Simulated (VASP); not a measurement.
Here is a VASP 6.6.1 calculation.

File INCAR:

```
PREC = Accurate ; ENCUT = 600
EDIFF = 1E-7 ; ISMEAR = 0
SIGMA = 0.1 ; LREAL = False
LASPH = True ; NELM = 100
ALGO = Normal ; ISIF = 3
LWAVE = False ; LCHARG = False
GGA = PE ; IVDW = 12
IBRION = 2 ; NSW = 100
EDIFFG = -0.05
```

File KPOINTS:

```
Automatic mesh
0
Gamma
  10 10 10
```

The input POSCAR:

```
BN
1.0
    2.5080409239      0.0000000000      0.0000000000
   -1.2467107647      2.1762310413      0.0000000000
   -0.6306650796     -1.0881155206      3.0225400000
B N
1 1
Direct
    0.9796430000      0.9834990000      0.0018060000
    0.6685060000      0.3323850000      0.9849990000
```

Potentials or basis: VASP PAW PBE potentials, release 64 (B, N).

Command:

```bash
$ cat potpaw_PBE.64/B/POTCAR potpaw_PBE.64/N/POTCAR > POTCAR
$ mpirun -np 1 vasp_std > vasp.out
```

(1) What does it give for the relaxed volume?

(2) Estimate the relaxed cell.

(3) Estimate the space group after relaxing (to 0.05 Å).

(4) Predict the dispersion energy per atom.

Answers

(1) 8.98 Å³/atom.

(2) a = 2.505 Å, b = 2.505 Å, c = 3.533 Å, α = 100.17°, β = 100.26°, γ = 119.95°.

(3) Fmm2 (No. 42).

(4) -0.142 eV.
